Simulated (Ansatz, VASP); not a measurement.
## One calculation of Cu2H3, two programs

The input INCAR:

```
PREC = Accurate
ENCUT = 520
EDIFF = 1E-7
ISMEAR = 0
SIGMA = 0.1
LREAL = F
LASPH = T
NELM = 80
ALGO = Normal
ISIF = 2
LWAVE = F
LCHARG = T
GGA = PE
LELF = T
LVHAR = T
NBANDS = 20
```

The input KPOINTS:

```
regular mesh
0
Gamma
  6 6 6
```

Contents of POSCAR:

```
Cu2H3
1.0
    3.5090258000      0.0000000000      0.0000000000
    0.0000000000      3.5090258000      0.0000000000
    0.0000000000      0.0000000000      3.5090258000
Cu H
2 3
Direct
    0.5000000000      0.5000000000      0.5000000000
    0.0000000000      0.0000000000      0.0000000000
    0.5000000000      0.0000000000      0.0000000000
    0.0000000000      0.5000000000      0.0000000000
    0.0000000000      0.0000000000      0.5000000000
```

Input for Ansatz:

```yaml
crystal:
  lattice:
    - [3.5090258, 0.0, 0.0]
    - [0.0, 3.5090258, 0.0]
    - [0.0, 0.0, 3.5090258]
  atoms:
    - { symbol: Cu, position: [0.5, 0.5, 0.5] }
    - { symbol: Cu, position: [0.0, 0.0, 0.0] }
    - { symbol: H, position: [0.5, 0.0, 0.0] }
    - { symbol: H, position: [0.0, 0.5, 0.0] }
    - { symbol: H, position: [0.0, 0.0, 0.5] }
basis:
  ecutwfc: 420
kpoints:
  mp_grid: { grid: [6, 6, 6] }
hamiltonian:
  xc: pbe
scf:
  occupations: { method: gaussian, width: 0.1 }
  lower_state_search: "off"
output:
  forces: true
  stress: true
  eigenvalues: true
```

Alike in both runs: task single point; functional PBE; k mesh 6 × 6 × 6; occupations gaussian, width 0.1 eV; no spin polarisation.

```csv
,VASP,Ansatz
version,VASP 6.6.1,Ansatz 0.2.0
potentials or method,"VASP PAW PBE potentials, release 64 (Cu, H), cutoff 520 eV","scalar-relativistic, plane waves, PAW"
valence electrons in the cell,25,41
```

```tsv
	VASP	Ansatz	Ansatz less VASP
gap on the k mesh at the Fermi level (eV)	none	none	-
pressure (GPa)	-10.5	-10.6	-0.06
```

A gap of «none» marks a metal or a gap that the smearing closes. VASP's potentials hold 25 valence electrons a cell and Ansatz's 41, so a difference there can come from the potentials and not from the codes.
